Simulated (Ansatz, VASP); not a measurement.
## Two plane-wave programs on Si

```
CELL_PARAMETERS angstrom
2.60849 0.00000 0.00000
-1.30425 2.25902 0.00000
0.00000 0.00000 2.47076
ATOMIC_POSITIONS crystal
Si 0.00000 0.00000 0.00000
```

Alike in both runs: task single point; functional LDA; k mesh 24 × 24 × 24; occupations gaussian, width 0.15 eV; no spin polarisation.

```csv
,VASP,Ansatz
version,VASP 6.6.1,Ansatz 0.2.0
potentials or method,"VASP PAW LDA potentials, release 64 (Si), cutoff 520 eV","scalar-relativistic, plane waves, PAW"
valence electrons in the cell,4,4
```

VASP gave:

| Property | Result |
| --- | --- |
| gap on the k mesh at the Fermi level (eV) | none |
| pressure (GPa) | 0.1 |
| traceless stress, the component that is largest in VASP (GPa) | -1.67 |

**Question.** What did Ansatz give for the same quantities?

**Answer.** gap on the k mesh at the Fermi level (eV): none; pressure (GPa): 0.0; traceless stress, the component that is largest in VASP (GPa): -1.65.

LDA's correlation is that of Perdew and Zunger in VASP and of Perdew and Wang (1992) in Ansatz. A gap of «none» marks a metal or a gap that the smearing closes.
